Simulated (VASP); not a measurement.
# Zn3AsN (Pm-3m) in VASP: further runs, part 2 of 2

VASP 6.6.1. Earlier steps stand in the parts before.

### Step 3. Single point, PBE

This run uses another cell than the first one, of 14.54 Å³/atom, 1.185 times its volume.

Input file INCAR:

```
SYSTEM = Zn3AsN
PREC     = Accurate       ! precision mode
ENCUT    = 520            ! plane-wave cutoff, eV
EDIFF    = 1E-6           ! SCF threshold, eV
ISMEAR   = -1             ! smearing method
SIGMA    = 0.15           ! smearing width, eV
LREAL    = .False.        ! projectors in reciprocal space
LASPH    = .True.         ! aspherical terms in the spheres
NELM     = 80             ! most SCF steps
ALGO     = Normal         ! electronic algorithm
ISIF     = 2              ! what is computed and relaxed
LWAVE    = .False.        ! write WAVECAR
LCHARG   = .True.         ! write CHGCAR
GGA      = PE             ! functional
LELF     = .True.         ! ELF
LVHAR    = .True.       
NBANDS   = 31             ! bands
```

Input file KPOINTS:

```
regular mesh
0
Gamma
  8 8 8
  0 0 0
```

Input file POSCAR:

```
Zn3AsN
1.0
    4.1734074224      0.0000000000      0.0000000000
    0.0000000000      4.1734074224      0.0000000000
    0.0000000000      0.0000000000      4.1734074224
Zn As N
3 1 1
Direct
    0.0000000000      0.5000000000      0.5000000000
    0.5000000000      0.0000000000      0.5000000000
    0.5000000000      0.5000000000      0.0000000000
    0.0000000000      0.0000000000      0.0000000000
    0.5000000000      0.5000000000      0.5000000000
```

Potentials or basis: VASP PAW PBE potentials, release 64 (Zn, As, N).

The run is started by

```bash
cat potpaw_PBE.64/Zn/POTCAR potpaw_PBE.64/As/POTCAR potpaw_PBE.64/N/POTCAR > POTCAR
mpirun -np 1 vasp_std > vasp.out
```

OUTCAR:

```text
SYSTEM = Zn3AsN
   PREC = Accurate
   ENCUT = 520
   EDIFF = 1E-6
   ISMEAR = -1
   LREAL = .False.
   LASPH = .True.
   NELM = 80
   ISIF = 2
   GGA = PE

 ion  position               nearest neighbor table
   1  0.000  0.500  0.500-   5 2.09   5 2.09   4 2.95   2 2.95   3 2.95   4 2.95   2 2.95   4 2.95
                             4 2.95   2 2.95   3 2.95   3 2.95   3 2.95   2 2.95
   2  0.500  0.000  0.500-   5 2.09   5 2.09   4 2.95   1 2.95   3 2.95   4 2.95   1 2.95   3 2.95
                             3 2.95   3 2.95   1 2.95   4 2.95   4 2.95   1 2.95
   3  0.500  0.500  0.000-   5 2.09   5 2.09   4 2.95   1 2.95   1 2.95   2 2.95   2 2.95   2 2.95
                             4 2.95   2 2.95   1 2.95   4 2.95   1 2.95   4 2.95
   4  0.000  0.000  0.000-   1 2.95   2 2.95   3 2.95   1 2.95   2 2.95   1 2.95   3 2.95   1 2.95
                             2 2.95   3 2.95   2 2.95   3 2.95
   5  0.500  0.500  0.500-   1 2.09   2 2.09   3 2.09   3 2.09   2 2.09   1 2.09

  LATTYP: Found a simple cubic cell.
 ALAT       =     4.1734074224

  Lattice vectors:

 A1 = (   4.1734074224,   0.0000000000,   0.0000000000)
 A2 = (   0.0000000000,   4.1734074224,   0.0000000000)
 A3 = (   0.0000000000,   0.0000000000,   4.1734074224)

Analysis of symmetry for initial positions (statically):
=====================================================================
 Subroutine PRICEL returns:
 Original cell was already a primitive cell.

 Routine SETGRP: Setting up the symmetry group for a
 simple cubic supercell.

 Subroutine GETGRP returns: Found 48 space group operations
 (whereof 48 operations were pure point group operations)
 out of a pool of 48 trial point group operations.

The static configuration has the point symmetry O_h .

Analysis of symmetry for dynamics (positions and initial velocities):
=====================================================================
 Subroutine PRICEL returns:
 Original cell was already a primitive cell.

[... 128 lines left out ...]
   ISMEAR =    -1;   SIGMA  =   0.15  broadening in eV -4-tet -1-fermi 0-gaus
   EFERMI_NEDOS =   21; number of points for ismear=-14 and -15
   IALGO  =     38    algorithm
   IMIX   =      4    mixing-type and parameters
     AMIX     =   0.40;   BMIX     =  1.00
     AMIX_MAG =   1.60;   BMIX_MAG =  1.00
  volume/ion in A,a.u.               =      14.54        98.11
  Fermi-wavevector in a.u.,A,eV,Ry     =   1.405519  2.656045 26.878079  1.975483
  Thomas-Fermi vector in A             =   2.527972
   LORBIT       =      0    0 simple, 1 ext, 2 COOP (PROOUT), +10 PAW based schemes
   GGA     = PE    functional components
   LHFCALC =     F    Hartree Fock is set to
   AEXX    =    0.0000 exact exchange contribution
   IVDW    =     0    specifies the selected vdW correction
   LEPSILON=     F    determine dielectric tensor
   LRPA    =     F    only Hartree local field effects (RPA)
 non-spin polarized calculation
  energy-cutoff  :      520.00
  volume of cell :       72.69
 maximum number of plane-waves:      1980
 NGX is ok and might be reduce to    32
   NGX = 15   NGY = 15   NGZ = 15

 number of electron      45.9999922 magnetization

 Free energy of the ion-electron system (eV)
  ---------------------------------------------------
  ext. energy  EPLUGINS =         0.00000000
  ---------------------------------------------------
  free energy    TOTEN  =       -15.22976410 eV

  energy without entropy =      -15.16991050  energy(sigma->0) =      -15.19983730

 E-fermi :   4.0419     XC(G=0): -11.2759

 val. band max:        3.9803519594   @ k =   0.5000   0.3750   0.0000
 cond. band min:       4.1178572714   @ k =   0.5000   0.3750   0.0000
 fundamental gap:      0.1375053120
 Fermi energy:         4.0418658008

 k-point     1 :       0.0000    0.0000    0.0000
  band No.  band energies     occupation
      1     -11.9432      2.00000
      2      -7.1973      2.00000
      3      -3.6187      2.00000
      4      -3.6187      2.00000
      5      -3.6187      2.00000
      6      -3.5375      2.00000
[... 805 lines left out ...]
     30      11.9727      0.00000
     31      12.5086      0.00000

 [... further k-points ...]
[... 5 lines left out ...]
  --------------------------------------------------------------------------------------
  -------------------------------------------------------------------------------------
  Total        0.2286645      0.2286645      0.2286645     -0.0000000      0.0000000     -0.0000000
  in kB        5.0400747      5.0400747      5.0400747     -0.0000000      0.0000000     -0.0000000
  external PRESSURE =       5.0400747 kB  Pullay stress =       0.0000000 kB

 VOLUME and BASIS-vectors are now :
 -----------------------------------------------------------------------------
  energy-cutoff  :      520.00
  volume of cell :       72.69
      direct lattice vectors                 reciprocal lattice vectors
     4.173407422  0.000000000  0.000000000     0.239612360  0.000000000  0.000000000
     0.000000000  4.173407422  0.000000000     0.000000000  0.239612360  0.000000000
     0.000000000  0.000000000  4.173407422     0.000000000  0.000000000  0.239612360

 POSITION                                       TOTAL-FORCE (eV/Angst)
 -----------------------------------------------------------------------------------
      0.00000      2.08670      2.08670         0.000000      0.000000      0.000000
      2.08670      0.00000      2.08670         0.000000      0.000000      0.000000
      2.08670      2.08670      0.00000         0.000000      0.000000      0.000000
      0.00000      0.00000      0.00000         0.000000      0.000000      0.000000
      2.08670      2.08670      2.08670         0.000000      0.000000      0.000000
 -----------------------------------------------------------------------------------
    total drift:                                0.000000     -0.000000     -0.000000

  FREE ENERGIE OF THE ION-ELECTRON SYSTEM (eV)
  ---------------------------------------------------
  free  energy   TOTEN  =       -15.2297640980 eV

  energy  without entropy=      -15.1699104971  energy(sigma->0) =      -15.19983730
```

OSZICAR:

```text
N       E                     dE             d eps       ncg     rms          rms(c)
DAV:   1     0.306876100408E+03    0.30688E+03   -0.22272E+04  2178   0.206E+03
DAV:   2     0.131314145504E+02   -0.29374E+03   -0.27902E+03  2184   0.406E+02
DAV:   3    -0.171012332794E+02   -0.30233E+02   -0.29457E+02  2597   0.124E+02
DAV:   4    -0.179956871269E+02   -0.89445E+00   -0.89318E+00  2296   0.206E+01
DAV:   5    -0.180031689325E+02   -0.74818E-02   -0.74811E-02  2555   0.185E+00    0.123E+01
DAV:   6    -0.153220934664E+02    0.26811E+01   -0.96299E+00  3304   0.497E+01    0.801E+00
DAV:   7    -0.152597566686E+02    0.62337E-01   -0.26370E+00  2264   0.119E+01    0.509E+00
DAV:   8    -0.152458333848E+02    0.13923E-01   -0.39964E-01  2679   0.457E+00    0.161E+00
DAV:   9    -0.152315956303E+02    0.14238E-01   -0.74598E-02  3085   0.306E+00    0.369E-01
DAV:  10    -0.152296170570E+02    0.19786E-02   -0.13643E-02  2680   0.968E-01    0.115E-01
DAV:  11    -0.152298157871E+02   -0.19873E-03   -0.24091E-03  2317   0.323E-01    0.858E-02
DAV:  12    -0.152297724135E+02    0.43374E-04   -0.36177E-04  2450   0.132E-01    0.216E-02
DAV:  13    -0.152297663296E+02    0.60839E-05   -0.32246E-05  2705   0.919E-02    0.113E-02
DAV:  14    -0.152297642541E+02    0.20754E-05   -0.67985E-06  2538   0.213E-02    0.258E-03
DAV:  15    -0.152297640980E+02    0.15617E-06   -0.94691E-07  1324   0.644E-03
   1 F= -.15229764E+02 E0= -.15199837E+02  d E =-.598536E-01
```

stdout:

```text
POSCAR found type information on POSCAR ZnAsN
 POSCAR found :  3 types and       5 ions
 scaLAPACK will be used
 LDA part: xc-table for (Slater+PW92), standard interpolation
 POSCAR, INCAR and KPOINTS ok, starting setup
 FFT: planning ... GRIDC
 FFT: planning ... GRID_SOFT
 FFT: planning ... GRID
 WAVECAR not read
 entering main loop
```

It took 26 s on 1 thread of Intel Xeon 6975P-C (Granite Rapids), shared host; peak memory 0.22 GiB.

What came out:

```
Free energy            : -15.2298 eV
Pressure               : 0.5 GPa
Band gap on the k mesh : zero (band 23 reaches 3.98 eV, above the bottom of band 24 at 3.65 eV)
```
